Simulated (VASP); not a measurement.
# AlSi16 (a cell with a defect) in VASP: single point with PBE

Aim: the single point of AlSi16 (a cell with a defect) with PBE.

Program: VASP 6.6.1. These are calculated values, not measurements. Logs are shortened: lines on timing, memory, paths and dates and some standing lists are left out, and cuts for length are marked.

**1. The cell of the first run**

The cell holds a defect, 17 atoms: a = 7.679 Å, b = 7.679 Å, c = 7.679 Å, α = 60.00°, β = 60.00°, γ = 60.00°.

**2. Single point, PBE, collinear spin, zero start**

INCAR reads:

```
PREC = Accurate
ENCUT = 520
EDIFF = 1E-7
ISMEAR = 0
SIGMA = 0.05
LREAL = Auto
LASPH = True
NELM = 150
ALGO = Normal
ISIF = 2
LWAVE = False
LCHARG = False
ISPIN = 2
MAGMOM = 0 0 0 0 0 0 0 0 0 0 0 0 0 0 0 0 0
LORBIT = 11
GGA = PE
NBANDS = 52
```

KPOINTS reads:

```
Automatic mesh
0
Gamma
  2 2 2
```

POSCAR reads:

```
AlSi16
1.0
    0.0000000000      5.4300000000      5.4300000000
    5.4300000000      0.0000000000      5.4300000000
    5.4300000000      5.4300000000      0.0000000000
Si Al
16 1
Direct
   -0.0082297422     -0.0011054328      0.0092407919
    0.1067427256      0.1139139963      0.1512464088
    0.0082729282      0.0154828729      0.5153939227
    0.1330970534      0.1402432781      0.6401607735
   -0.0333646409      0.5111670350      0.0110832413
    0.1086722836      0.6261465009      0.1260669429
   -0.0082280847      0.5093238490      0.4988151934
    0.1067443831      0.6513340700      0.6138302026
    0.5039867403     -0.0262058932      0.0110650092
    0.6190232044      0.1157699816      0.1260545120
    0.5021730203     -0.0011175875      0.4988023020
    0.6441304788      0.1139046961      0.6138216390
    0.4777463168      0.4848490792     -0.0152290055
    0.6024939227      0.6096414365      0.1095616943
    0.5039888582      0.5111488950      0.4737127993
    0.6190249540      0.6261345304      0.6156925414
    0.3053939227      0.3125725599      0.8124883978
```

Potentials or basis: VASP PAW PBE potentials, release 64 (Si, Al).

The run is started by

```console
> cat potpaw_PBE.64/Si/POTCAR potpaw_PBE.64/Al/POTCAR > POTCAR
> mpirun -np 1 vasp_std > vasp.out
```

OUTCAR:

```text
PREC = Accurate
   ENCUT = 520
   EDIFF = 1E-7
   ISMEAR = 0
   LREAL = Auto
   LASPH = True
   NELM = 150
   ISIF = 2
   ISPIN = 2
   LORBIT = 11
   GGA = PE

 ion  position               nearest neighbor table
   1  0.992  0.999  0.009-   4 2.33   2 2.34   6 2.34  10 2.34
   2  0.107  0.114  0.151-   3 2.30   1 2.34  17 2.41   9 2.49   5 2.49
   3  0.008  0.015  0.515-   2 2.30   8 2.30  12 2.30   4 2.35
   4  0.133  0.140  0.640-   7 2.33   1 2.33  11 2.33   3 2.35  17 3.24
   5  0.967  0.511  0.011-  14 2.30   6 2.34  17 2.41   2 2.49   8 2.49
   6  0.109  0.626  0.126-  13 2.33   5 2.34   1 2.34   7 2.34
   7  0.992  0.509  0.499-   4 2.33   8 2.34   6 2.34  16 2.34
   8  0.107  0.651  0.614-   3 2.30   7 2.34  17 2.41  15 2.49   5 2.49
   9  0.504  0.974  0.011-  14 2.30  10 2.34  17 2.41  12 2.49   2 2.49
  10  0.619  0.116  0.126-  13 2.33   9 2.34  11 2.34   1 2.34
  11  0.502  0.999  0.499-   4 2.33  12 2.34  16 2.34  10 2.34
  12  0.644  0.114  0.614-   3 2.30  11 2.34  17 2.41   9 2.49  15 2.49
  13  0.478  0.485  0.985-   6 2.33  16 2.33  10 2.33  14 2.35  17 3.24
  14  0.602  0.610  0.110-   5 2.30  15 2.30   9 2.30  13 2.35
  15  0.504  0.511  0.474-  14 2.30  16 2.34  17 2.41  12 2.49   8 2.49
  16  0.619  0.626  0.616-  13 2.33  15 2.34  11 2.34   7 2.34
  17  0.305  0.313  0.812-   5 2.41  15 2.41   9 2.41   2 2.41  12 2.41   8 2.41  13 3.24   4 3.24

  LATTYP: Found a face centered cubic cell.
 ALAT       =    10.8600000000

  Lattice vectors:

 A1 = (   0.0000000000,   5.4300000000,   5.4300000000)
 A2 = (   5.4300000000,   0.0000000000,   5.4300000000)
 A3 = (   5.4300000000,   5.4300000000,   0.0000000000)

Analysis of symmetry for initial positions (statically):
=====================================================================
 Subroutine PRICEL returns:
 Original cell was already a primitive cell.

 Routine SETGRP: Setting up the symmetry group for a
 face centered cubic supercell.

 Subroutine GETGRP returns: Found  2 space group operations
 (whereof  1 operations were pure point group operations)
 out of a pool of 48 trial point group operations.

The static configuration has the point symmetry C_1 .
 The point group associated with its full space group is C_1h.

Analysis of symmetry for dynamics (positions and initial velocities):
=====================================================================
 Subroutine PRICEL returns:
 Original cell was already a primitive cell.

 Routine SETGRP: Setting up the symmetry group for a
 face centered cubic supercell.

 Subroutine GETGRP returns: Found  2 space group operations
[... 175 lines left out ...]
  ext. energy  EPLUGINS =         0.00000000
  ---------------------------------------------------
  free energy    TOTEN  =       -85.90703962 eV

  energy without entropy =      -85.89252718  energy(sigma->0) =      -85.89978340

 E-fermi :   6.8800     XC(G=0):  -9.6712

 val. band max:        6.7997892223   @ k =   0.5000   0.5000   0.0000
 cond. band min:       6.9117111229   @ k =   0.5000   0.5000   0.0000
 fundamental gap:      0.1119219006
 Fermi energy:         6.8799758541

 spin component 1

 k-point     1 :       0.0000    0.0000    0.0000
  band No.  band energies     occupation
      1      -5.9357      1.00000
      2      -3.5475      1.00000
      3      -3.4967      1.00000
      4      -3.4967      1.00000
      5      -3.4772      1.00000
      6      -2.0593      1.00000
[... 277 lines left out ...]
     44      10.3330      0.00000
     45      10.5260      0.00000
 Fermi energy:         6.8799758541

 spin component 2

 k-point     1 :       0.0000    0.0000    0.0000
  band No.  band energies     occupation
      1      -5.9357      1.00000
      2      -3.5475      1.00000
      3      -3.4967      1.00000
      4      -3.4967      1.00000
      5      -3.4772      1.00000
      6      -2.0593      1.00000
[... 277 lines left out ...]
     44      10.3330      0.00000
     45      10.5260      0.00000
 [bands above 45 left out]

------------------------ aborting loop because EDIFF is reached ----------------------------------------

  FORCE on cell =-STRESS in cart. coord.  units (eV):
  Direction    XX          YY          ZZ          XY          YZ          ZX
  --------------------------------------------------------------------------------------
  -------------------------------------------------------------------------------------
  Total       11.0664959     11.0725489     11.0725489     -1.5892217     -1.5856741     -1.5892216
  in kB       55.3721294     55.4024161     55.4024161     -7.9518026     -7.9340515     -7.9518021
  external PRESSURE =      55.3923205 kB  Pullay stress =       0.0000000 kB

 VOLUME and BASIS-vectors are now :
 -----------------------------------------------------------------------------
  energy-cutoff  :      520.00
  volume of cell :      320.21
      direct lattice vectors                 reciprocal lattice vectors
     0.000000000  5.430000000  5.430000000    -0.092081031  0.092081031  0.092081031
     5.430000000  0.000000000  5.430000000     0.092081031 -0.092081031  0.092081031
     5.430000000  5.430000000  0.000000000     0.092081031  0.092081031 -0.092081031

 POSITION                                       TOTAL-FORCE (eV/Angst)
 -----------------------------------------------------------------------------------
      5.47417      5.43549     10.80931         0.023114      0.024032      0.002528
      1.43982      1.40088      1.19817         0.025059      0.026089      0.011500
      2.88266      2.84351      0.12899         0.035082      0.037307      0.037307
      4.23759      4.19879      1.48424         0.037149      0.038286      0.038286
      2.83582      5.30901      8.02447        -0.007998     -0.027068     -0.027068
      4.08452      1.27463      3.99007        -0.001955     -0.024747     -0.024747
[... 9 lines left out ...]
      6.74312      6.70452      6.76122        -0.023246     -0.021738     -0.003096
      6.10908      6.07010      3.35556        -0.002264     -0.000201     -0.000201
 -----------------------------------------------------------------------------------
    total drift:                               -0.005852     -0.002730      0.006251

  FREE ENERGIE OF THE ION-ELECTRON SYSTEM (eV)
  ---------------------------------------------------
  free  energy   TOTEN  =       -85.9070396200 eV

  energy  without entropy=      -85.8925271816  energy(sigma->0) =      -85.89978340

 total charge

# of ion       s       p       d       tot
------------------------------------------
    1        0.745   0.952   0.000   1.697
    2        0.757   0.926   0.000   1.682
    3        0.755   0.956   0.000   1.711
    4        0.743   0.956   0.000   1.699
    5        0.757   0.926   0.000   1.683
    6        0.745   0.952   0.000   1.697
[... 9 lines left out ...]
   16        0.745   0.952   0.000   1.697
   17        0.460   0.409   0.000   0.869
--------------------------------------------------
tot         12.466  15.497   0.000  27.963

 magnetization (x)

# of ion       s       p       d       tot
------------------------------------------
    1        0.000  -0.000   0.000  -0.000
    2        0.000   0.000   0.000   0.000
    3        0.000   0.000   0.000   0.000
    4        0.000  -0.000   0.000   0.000
    5       -0.000  -0.000   0.000  -0.000
    6        0.000   0.000   0.000   0.000
[... 9 lines left out ...]
   16       -0.000  -0.000   0.000  -0.000
   17       -0.000   0.000   0.000   0.000
--------------------------------------------------
tot         -0.000  -0.000   0.000  -0.000
```

OSZICAR:

```text
N       E                     dE             d eps       ncg     rms          rms(c)
DAV:   1     0.154517281428E+03    0.15452E+03   -0.25210E+04  1248   0.106E+03
DAV:   2    -0.741984762784E+02   -0.22872E+03   -0.21407E+03  1540   0.162E+02
DAV:   3    -0.874188224792E+02   -0.13220E+02   -0.12943E+02  1624   0.342E+01
DAV:   4    -0.876670401717E+02   -0.24822E+00   -0.24717E+00  1560   0.580E+00
DAV:   5    -0.876731248714E+02   -0.60847E-02   -0.60812E-02  1572   0.874E-01    0.144E+01
DAV:   6    -0.864004166809E+02    0.12727E+01   -0.80788E-01  1488   0.272E+00    0.877E+00
DAV:   7    -0.858975728171E+02    0.50284E+00   -0.13532E+00  1472   0.327E+00    0.832E-01
DAV:   8    -0.859044501663E+02   -0.68773E-02   -0.96415E-02  1488   0.104E+00    0.493E-01
DAV:   9    -0.859059563879E+02   -0.15062E-02   -0.71679E-03  1500   0.273E-01    0.210E-01
DAV:  10    -0.859067940751E+02   -0.83769E-03   -0.12074E-03  1496   0.110E-01    0.967E-02
DAV:  11    -0.859069963024E+02   -0.20223E-03   -0.19157E-04  1540   0.485E-02    0.447E-02
DAV:  12    -0.859070349741E+02   -0.38672E-04   -0.38035E-05  1512   0.210E-02    0.139E-02
DAV:  13    -0.859070386586E+02   -0.36845E-05   -0.36402E-06  1556   0.641E-03    0.539E-03
DAV:  14    -0.859070394670E+02   -0.80838E-06   -0.87620E-07  1528   0.320E-03    0.138E-03
DAV:  15    -0.859070396055E+02   -0.13855E-06   -0.61899E-08   948   0.102E-03    0.641E-04
DAV:  16    -0.859070396200E+02   -0.14471E-07   -0.19272E-08   888   0.492E-04
   1 F= -.85907040E+02 E0= -.85899783E+02  d E =-.145124E-01  mag=    -0.0000
```

Run time: 7 min. Hardware: 1 thread of Intel Xeon Platinum 8259CL at 2.50GHz (Skylake/Cascade Lake), shared host; peak memory 0.68 GiB.

Results:

- Free energy: -85.9070 eV
- Pressure: 5.5 GPa
- Largest force: 0.066 eV/Å
- Net moment: 0.00 μB per cell
- Valence electrons inside the program's atomic spheres: Si 1.70, 1.68, 1.71 (each value once); Al 0.87

Forces in eV/Å, atoms in the order of the input:
```
Si   0.023  0.024  0.003
Si   0.025  0.026  0.011
Si   0.035  0.037  0.037
Si   0.037  0.038  0.038
Si  -0.008 -0.027 -0.027
Si  -0.002 -0.025 -0.025
Si   0.023  0.003  0.024
Si   0.025  0.011  0.026
Si  -0.026 -0.009 -0.026
Si  -0.023 -0.003 -0.022
Si   0.004  0.023  0.023
Si   0.011  0.026  0.026
Si  -0.037 -0.039 -0.039
Si  -0.037 -0.038 -0.038
Si  -0.026 -0.026 -0.009
Si  -0.023 -0.022 -0.003
Al  -0.002  0.000  0.000
```

Caveat: the k points lie up to 0.50 Å⁻¹ apart; no moment was typed at the start, so none could form.
